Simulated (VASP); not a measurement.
MnS:

```
Mn S
1.0
     1.83000    1.05655    2.97092
    -1.83000    1.05655    2.97092
     0.00000   -2.11310    2.97092
Mn S
1 1
Direct
  0.00000 0.00000 0.00000
  0.50000 0.50000 0.50000
```

Base run:

- Program: VASP 6.6.1
- Functional: PBE
- Potentials or basis: VASP PAW PBE potentials, release 64 (Mn_pv, S)
- Cutoff: 520 eV
- k mesh: 9 × 9 × 9
- Occupations: gaussian, width 0.1 eV
- Spin: collinear spin, ferromagnetic start
- Starting moments: [4.0, 0.0] μB

Its results: pressure -1.5 GPa; net moment 4.66 μB per cell; site moments Mn +4.22; S +0.10 μB.

Task: The run is repeated on the same cell with these changes: functional from PBE to PBEsol; occupations from gaussian, width 0.1 eV to gaussian, width 0.05 eV. What comes out?

Result: Pressure -5.9 GPa; net moment 4.64 μB per cell; site moments Mn +4.19; S +0.10 μB.

Caveats: a cell with one magnetic atom can't hold antiferromagnetic order, which such compounds often take; the PAW data sets were made with another functional, which shifts forces and pressure a little (some runs).
